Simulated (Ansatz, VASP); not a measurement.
**SnTe in VASP and in Ansatz**

```
CELL_PARAMETERS angstrom
0.00000 3.15650 3.31433
3.15650 0.00000 3.31433
3.15650 3.15650 0.00000
ATOMIC_POSITIONS crystal
Sn 0.00000 0.00000 0.00000
Te 0.50000 0.50000 0.50000
```

Change from the starting cell: strain +0.000 along x and y, +0.050 along z, atoms carried along.

Alike in both runs: task single point; functional PBE; k mesh 10 × 10 × 10; occupations gaussian, width 0.03 eV; no spin polarisation.

```csv
,VASP,Ansatz
version,VASP 6.6.1,Ansatz 0.2.0
potentials or method,"VASP PAW PBE potentials, release 64 (Sn_d, Te), cutoff 520 eV","scalar-relativistic, plane waves, PAW"
valence electrons in the cell,20,30
```

|  | VASP | Ansatz | Ansatz less VASP |
| --- | --- | --- | --- |
| gap on the k mesh at the Fermi level (eV) | 0.05 | 0.05 | -0.001 |
| least direct gap on the mesh (eV) | 0.05 | 0.05 | -0.001 |
| pressure (GPa) | 0.1 | 0.1 | +0.06 |
| traceless stress, the component that is largest in VASP (GPa) | -3.20 | -3.20 | +0.003 |

The functional is the same, so the differences come from potentials, cutoffs and numerics. VASP's potentials hold 20 valence electrons a cell and Ansatz's 30, so a difference there can come from the potentials and not from the codes.

Neither program's run includes spin-orbit coupling.
